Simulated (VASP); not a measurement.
Set up this calculation in VASP 6.6.1, as the native input.

```
Task                   : single point
Functional             : PBE
Potentials or basis    : VASP PAW PBE potentials, release 64 (Hf_pv, Ti_sv, Si)
Cutoff                 : 520 eV
k mesh                 : 12 × 12 × 6
Occupations            : gaussian, width 0.1 eV
Spin                   : collinear spin
Starting moments       : [0.3, 1.0, 0.57, 0.0, 0.0] μB
Dipole correction      : no
Further INCAR settings : ALGO = Fast; EDIFF = 1e-06; NBANDS = 33
```

The structure of HfTi2Si2 lies in POSCAR:

```
HfTi2Si2
1.0
    4.4114067180      0.0000000000      0.0000000000
   -2.2057033590      3.8203902842      0.0000000000
    0.0000000000      0.0000000000      7.1911825134
Hf Ti Si
1 2 2
Direct
    0.6666666667      0.3333333333      0.5000000000
    0.3333333333      0.6666666667      0.5000000000
    0.0000000000      0.0000000000      0.0000000000
    0.6666666667      0.3333333333      0.8471898874
    0.6666666667      0.3333333333      0.1528101126
```

The cell was generated, and may not be a known phase.

One way to write it, as run:

INCAR

```
SYSTEM = HfTi2Si2
  PREC = Accurate
  ENCUT = 520
  EDIFF = 1E-6
  ISMEAR = 0
  SIGMA = 0.1
  LREAL = .FALSE.
  LASPH = .TRUE.
  NELM = 150
  ALGO = Fast
  ISIF = 2
  LWAVE = .FALSE.
  LCHARG = .FALSE.
  ISPIN = 2
  MAGMOM = 0.3 1 0.57 0 0
  LORBIT = 11
  LMAXMIX = 4
  GGA = PE
  NBANDS = 33
```

KPOINTS

```
regular mesh
0
G
  12 12 6
  0 0 0
```

Potentials or basis: VASP PAW PBE potentials, release 64 (Hf_pv, Ti_sv, Si).

The run is started by

```sh
$ cat potpaw_PBE.64/Hf_pv/POTCAR potpaw_PBE.64/Ti_sv/POTCAR potpaw_PBE.64/Si/POTCAR > POTCAR
$ mpirun -np 1 vasp_std > vasp.out
```

It gave:

| Item | Value |
| --- | --- |
| Pressure | -0.2 GPa |
| Largest force | 0.067 eV/Å |
| Band gap on the k mesh | zero (filled and empty bands overlap) |
| Net moment | 0.00 μB per cell |
| Valence electrons inside the program's atomic spheres | Hf 8.67; Ti 10.36, 10.05; Si 1.70 |

Caveat: spin-orbit coupling is left out, which moves the levels of the heavy elements.

It took 43 min on 1 thread of Oxide Virtual Turin-like Processor, on a shared host, peak memory 0.6 GiB.
